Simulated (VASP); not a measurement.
# BaZrO3 (Pm-3m) in VASP: further runs, part 2 of 2

VASP 6.6.1. The steps go on from the part before.

## 3. Single point, PBEsol

This run uses another cell than the first one, of 14.20 Å³/atom, 1.026 times its volume.

The input, INCAR:

```
PREC = Accurate ; ENCUT = 520
EDIFF = 1E-7 ; ISMEAR = 0
SIGMA = 0.01 ; LREAL = False
LASPH = True ; NELM = 60
ALGO = Normal ; ISIF = 2
LWAVE = False ; LCHARG = False
GGA = PS ; NBANDS = 28
```

The input, KPOINTS:

```
regular mesh
0
Gamma
  6 6 6
```

The input, POSCAR:

```
BaZrO3
1.0
    4.1408837238      0.0000000000      0.0000000000
    0.0000000000      4.1408837238      0.0000000000
    0.0000000000      0.0000000000      4.1408837238
Ba Zr O
1 1 3
Direct
    0.0000000000      0.0000000000      0.0000000000
    0.5000000000      0.5000000000      0.5000000000
    0.0000000000      0.5000000000      0.5000000000
    0.5000000000      0.0000000000      0.5000000000
    0.5000000000      0.5000000000      0.0000000000
```

Potentials or basis: VASP PAW PBE potentials, release 64 (Ba_sv, Zr_sv, O).

Launch:

```console
$ cat potpaw_PBE.64/Ba_sv/POTCAR potpaw_PBE.64/Zr_sv/POTCAR potpaw_PBE.64/O/POTCAR > POTCAR
$ mpirun -np 1 vasp_std > vasp.out
```

OUTCAR:

```text
PREC = Accurate
   ENCUT = 520
   EDIFF = 1E-7
   ISMEAR = 0
   LREAL = False
   LASPH = True
   NELM = 60
   ISIF = 2
   GGA = PS

 ion  position               nearest neighbor table
   1  0.000  0.000  0.000-   3 2.93   4 2.93   5 2.93   3 2.93   4 2.93   3 2.93   5 2.93   3 2.93
                             4 2.93   5 2.93   4 2.93   5 2.93   2 3.59   2 3.59   2 3.59   2 3.59
   2  0.500  0.500  0.500-   3 2.07   4 2.07   5 2.07   5 2.07   4 2.07   3 2.07   1 3.59   1 3.59
                             1 3.59   1 3.59   1 3.59   1 3.59   1 3.59   1 3.59
   3  0.000  0.500  0.500-   2 2.07   2 2.07   1 2.93   1 2.93   1 2.93   1 2.93
   4  0.500  0.000  0.500-   2 2.07   2 2.07   1 2.93   1 2.93   1 2.93   1 2.93
   5  0.500  0.500  0.000-   2 2.07   2 2.07   1 2.93   1 2.93   1 2.93   1 2.93

  LATTYP: Found a simple cubic cell.
 ALAT       =     4.1408837238

  Lattice vectors:

 A1 = (   4.1408837238,   0.0000000000,   0.0000000000)
 A2 = (   0.0000000000,   4.1408837238,   0.0000000000)
 A3 = (   0.0000000000,   0.0000000000,   4.1408837238)

Analysis of symmetry for initial positions (statically):
=====================================================================
 Subroutine PRICEL returns:
 Original cell was already a primitive cell.

 Routine SETGRP: Setting up the symmetry group for a
 simple cubic supercell.

 Subroutine GETGRP returns: Found 48 space group operations
 (whereof 48 operations were pure point group operations)
 out of a pool of 48 trial point group operations.

The static configuration has the point symmetry O_h .

Analysis of symmetry for dynamics (positions and initial velocities):
=====================================================================
 Subroutine PRICEL returns:
 Original cell was already a primitive cell.

 Routine SETGRP: Setting up the symmetry group for a
 simple cubic supercell.

 Subroutine GETGRP returns: Found 48 space group operations
 (whereof 48 operations were pure point group operations)
 out of a pool of 48 trial point group operations.

The dynamic configuration has the point symmetry O_h .

 Subroutine INISYM returns: Found 48 space group operations
 (whereof 48 operations are pure point group operations),
 and found     1 'primitive' translations

----------------------------------------------------------------------------------------

                                     Primitive cell

  volume of cell :      71.0034

  direct lattice vectors                    reciprocal lattice vectors
     4.140883724  0.000000000  0.000000000     0.241494344  0.000000000  0.000000000
     0.000000000  4.140883724  0.000000000     0.000000000  0.241494344  0.000000000
     0.000000000  0.000000000  4.140883724     0.000000000  0.000000000  0.241494344

  length of vectors
     4.140883724  4.140883724  4.140883724     0.241494344  0.241494344  0.241494344

  position of ions in fractional coordinates (direct lattice)
     0.000000000  0.000000000  0.000000000
     0.500000000  0.500000000  0.500000000
     0.000000000  0.500000000  0.500000000
     0.500000000  0.000000000  0.500000000
     0.500000000  0.500000000  0.000000000

  ion indices of the primitive-cell ions
   primitive index   ion index
                 1           1
                 2           2
                 3           3
                 4           4
                 5           5

[... 29 lines left out ...]
  0.166667  0.000000  0.000000      6.000000
  0.333333  0.000000  0.000000      6.000000
  0.500000  0.000000  0.000000      3.000000
  0.166667  0.166667  0.000000     12.000000
  0.333333  0.166667  0.000000     24.000000
[... 12 lines left out ...]
  0.500000  0.500000  0.333333      6.000000
  0.500000  0.500000  0.500000      1.000000
   k-points           NKPTS =     20   k-points in BZ     NKDIM =     20   number of bands    NBANDS=     28
   number of dos      NEDOS =    301   number of ions     NIONS =      5
   total plane-waves  NPLWV =  32768
   dimension x,y,z NGX =    32 NGY =   32 NGZ =   32
   dimension x,y,z NGXF=    64 NGYF=   64 NGZF=   64
   ions per type =               1   1   3
   NGX,Y,Z   is equivalent  to a cutoff of  12.85, 12.85, 12.85 a.u.
   NGXF,Y,Z  is equivalent  to a cutoff of  25.69, 25.69, 25.69 a.u.
 SYSTEM =  unknown system
   PREC   = accura    normal or accurate (medium, high low for compatibility)
   ISTART =      0    job   : 0-new  1-cont  2-samecut
   ICHARG =      2    charge: 1-file 2-atom 10-const
   ISPIN  =      1    spin polarized calculation?
   LNONCOLLINEAR =      F non collinear calculations
   LSORBIT =      F    spin-orbit coupling
   LASPH  =      T    aspherical Exc in radial PAW
   ENCUT  =  520.0 eV  38.22 Ry    6.18 a.u.   7.70  7.70  7.70*2*pi/ulx,y,z
   NELM   =     60;   NELMIN=  2; NELMDL= -5     # of ELM steps
   EDIFF  = 0.1E-06   stopping-criterion for ELM
   LREAL  =      F    real-space projection
   EDIFFG = 0.1E-05   stopping-criterion for IOM
   NSW    =      0    number of steps for IOM
   IBRION =     -1    ionic relax: 0-MD 1-quasi-New 2-CG
   NFREE  =      0    steps in history (QN), initial steepest desc. (CG)
   ISIF   =      2    stress and relaxation
   ISYM   =      2    0-nonsym 1-usesym 2-fastsym
   POTIM  = 0.5000    time-step for ionic-motion
   TEBEG  =    0.0;   TEEND  =   0.0 temperature during run
   PSTRESS=    0.0 pullay stress
   NELECT =      40.0000    total number of electrons
   NUPDOWN=      -1.0000    fix difference up-down
   EMIN   =  10.00;   EMAX   =-10.00  energy-range for DOS
   EFERMI =   0.00;   METHOD = LEGACY
   ISMEAR =     0;   SIGMA  =   0.01  broadening in eV -4-tet -1-fermi 0-gaus
   EFERMI_NEDOS =   21; number of points for ismear=-14 and -15
   IALGO  =     38    algorithm
   IMIX   =      4    mixing-type and parameters
     AMIX     =   0.40;   BMIX     =  1.00
     AMIX_MAG =   1.60;   BMIX_MAG =  1.00
  volume/ion in A,a.u.               =      14.20        95.83
  Fermi-wavevector in a.u.,A,eV,Ry     =   1.352078  2.555057 24.873019  1.828115
  Thomas-Fermi vector in A             =   2.479447
   LORBIT       =      0    0 simple, 1 ext, 2 COOP (PROOUT), +10 PAW based schemes
   GGA     = PS    functional components
   LHFCALC =     F    Hartree Fock is set to
   AEXX    =    0.0000 exact exchange contribution
   IVDW    =     0    specifies the selected vdW correction
   LEPSILON=     F    determine dielectric tensor
   LRPA    =     F    only Hartree local field effects (RPA)
 non-spin polarized calculation
 Gauss-broadening in eV      SIGMA  =   0.01
  energy-cutoff  :      520.00
  volume of cell :       71.00
 maximum number of plane-waves:      1936
 NGX is ok and might be reduce to    32
   NGX = 15   NGY = 15   NGZ = 15

 number of electron      40.0000018 magnetization

 Free energy of the ion-electron system (eV)
  ---------------------------------------------------
  ext. energy  EPLUGINS =         0.00000000
  ---------------------------------------------------
  free energy    TOTEN  =       -43.57120855 eV

  energy without entropy =      -43.57120855  energy(sigma->0) =      -43.57120855

 E-fermi :   3.9625     XC(G=0): -11.2069

 val. band max:        3.8988467637   @ k =   0.5000   0.5000   0.5000
 cond. band min:       7.0772788881   @ k =   0.0000   0.0000   0.0000
 fundamental gap:      3.1784321244
 Fermi energy:         3.9624945634

 k-point     1 :       0.0000    0.0000    0.0000
  band No.  band energies     occupation
      1     -42.7518      2.00000
      2     -21.2368      2.00000
      3     -21.0156      2.00000
      4     -21.0156      2.00000
      5     -21.0156      2.00000
      6     -12.4506      2.00000
[... 609 lines left out ...]
     27      13.3036      0.00000
     28      13.3036      0.00000

------------------------ aborting loop because EDIFF is reached ----------------------------------------

  FORCE on cell =-STRESS in cart. coord.  units (eV):
  Direction    XX          YY          ZZ          XY          YZ          ZX
  --------------------------------------------------------------------------------------
  -------------------------------------------------------------------------------------
  Total        2.7923947      2.7923947      2.7923947      0.0000000      0.0000000      0.0000000
  in kB       63.0098253     63.0098253     63.0098253      0.0000000      0.0000000      0.0000000
  external PRESSURE =      63.0098253 kB  Pullay stress =       0.0000000 kB

 VOLUME and BASIS-vectors are now :
 -----------------------------------------------------------------------------
  energy-cutoff  :      520.00
  volume of cell :       71.00
      direct lattice vectors                 reciprocal lattice vectors
     4.140883724  0.000000000  0.000000000     0.241494344  0.000000000  0.000000000
     0.000000000  4.140883724  0.000000000     0.000000000  0.241494344  0.000000000
     0.000000000  0.000000000  4.140883724     0.000000000  0.000000000  0.241494344

 POSITION                                       TOTAL-FORCE (eV/Angst)
 -----------------------------------------------------------------------------------
      0.00000      0.00000      0.00000         0.000000      0.000000      0.000000
      2.07044      2.07044      2.07044         0.000000      0.000000      0.000000
      0.00000      2.07044      2.07044         0.000000      0.000000      0.000000
      2.07044      0.00000      2.07044         0.000000      0.000000      0.000000
      2.07044      2.07044      0.00000         0.000000      0.000000      0.000000
 -----------------------------------------------------------------------------------
    total drift:                                0.000000     -0.000000     -0.000000

  FREE ENERGIE OF THE ION-ELECTRON SYSTEM (eV)
  ---------------------------------------------------
  free  energy   TOTEN  =       -43.5712085491 eV

  energy  without entropy=      -43.5712085491  energy(sigma->0) =      -43.57120855
```

Wall time 32 s (1 thread of Intel Xeon Platinum 8488C (Sapphire Rapids), shared host); peak memory 0.2 GiB.

What came out:

```
Free energy            : -43.5712 eV
Pressure               : 6.3 GPa
Band gap on the k mesh : 3.18 eV, indirect (least direct gap 3.35 eV)
```

Caveat: the PAW data sets were made with another functional, which shifts forces and pressure a little; spin-orbit coupling is left out, which moves the levels of the heavy elements.
